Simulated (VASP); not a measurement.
Ca3H2Pt:

```
Ca H Pt
1.0
     7.34183    0.00000    0.00000
    -3.67092    6.35821    0.00000
     0.00000    0.00000    7.23413
Ca H Pt
6 4 2
Direct
  0.17324 0.34648 0.75000
  0.65352 0.82676 0.75000
  0.17324 0.82676 0.75000
  0.82676 0.65352 0.25000
  0.34648 0.17324 0.25000
  0.82676 0.17324 0.25000
  0.66667 0.33333 0.08762
  0.33333 0.66667 0.91238
  0.33333 0.66667 0.58762
  0.66667 0.33333 0.41238
  0.00000 0.00000 0.00000
  0.00000 0.00000 0.50000
```

```yaml
Program: VASP 6.6.1
Task: relaxation of cell and atoms
Functional: PBE
Potentials_or_basis: VASP PAW PBE potentials, release 64 (Ca_sv, H, Pt)
Cutoff: 600 eV
k_mesh: 3 × 3 × 4
Occupations: gaussian, width 0.1 eV
Spin: no spin polarisation
```

At the start: pressure -0.1 GPa; volume 28.14 Å³/atom.

Task: How do energy, volume and symmetry change on relaxing?

Result: Over 8 steps the energy falls by 10.3 meV/atom and the volume is 27.47 Å³/atom (-2.4 %); space group P6_3/mmc (No. 194, to 0.05 Å).

Step by step:
| step | energy change (eV) | largest force (eV/Å) | pressure (GPa) | volume (Å³) |
| --- | --- | --- | --- | --- |
| 1 | 0.0000 | 0.1244 | -0.12 | 337.70 |
| 2 | -0.0517 | 0.0974 | -0.08 | 336.67 |
| 3 | -0.1022 | 0.1289 | 0.00 | 334.28 |
| 4 | -0.1031 | 0.1462 | 0.02 | 333.90 |
| 5 | -0.1092 | 0.1213 | -0.06 | 333.98 |
| 6 | -0.1168 | 0.0909 | -0.27 | 334.20 |
| 7 | -0.1206 | 0.0707 | -0.16 | 332.70 |
| 8 | -0.1238 | 0.0282 | 0.08 | 329.67 |

Final structure:
```
Ca H Pt
1.0
     7.47135    0.00000    0.00000
    -3.73567    6.47038    0.00000
     0.00000    0.00000    6.81938
Ca H Pt
6 4 2
Direct
  0.17591 0.35182 0.75000
  0.64818 0.82409 0.75000
  0.17591 0.82409 0.75000
  0.82409 0.64818 0.25000
  0.35182 0.17591 0.25000
  0.82409 0.17591 0.25000
  0.66667 0.33333 0.07931
  0.33333 0.66667 0.92069
  0.33333 0.66667 0.57931
  0.66667 0.33333 0.42069
  0.00000 0.00000 0.00000
  0.00000 0.00000 0.50000
```
